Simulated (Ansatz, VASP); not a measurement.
**Zr3TiN4: VASP beside Ansatz**

```xyz
8
Lattice="3.1925 -4.5166 0.0000 3.1925 4.5166 0.0000 0.0000 0.0000 3.2012" Properties=species:S:1:pos:R:3 pbc="T T T"
Zr    1.5963   -2.2583    0.0000
Zr    3.1925    0.0000    1.6006
Zr    1.5963    2.2583    0.0000
Ti    0.0000    0.0000    1.6006
N     4.8530    0.0000    0.0000
N     3.1925   -2.3047    1.6006
N     3.1925    2.3047    1.6006
N     1.5321    0.0000    0.0000
```

Alike in both runs: functional PBE; k mesh 8 × 8 × 12; occupations gaussian, width 0.1 eV; no spin polarisation.

Ansatz relaxed the structure, and its values are those at the end. VASP's run is a single point on that final structure, the one shown.

```csv
,VASP,Ansatz
version,VASP 6.6.1,Ansatz 0.2.0
potentials or method,"VASP PAW PBE potentials, release 64 (Zr_sv, Ti_sv, N), cutoff 520 eV","scalar-relativistic, plane waves, PAW"
valence electrons in the cell,68,68
```

|  | VASP | Ansatz | Ansatz less VASP |
| --- | --- | --- | --- |
| gap on the k mesh at the Fermi level (eV) | none | none | - |
| pressure (GPa) | 0.2 | 0.0 | -0.24 |
| rms of the force components (eV/Å) | 0.003 | 0.000 | -0.0031 |

A gap of «none» marks a metal or a gap that the smearing closes. With one functional, cell and mesh, what is left measures potentials, basis and numerics.
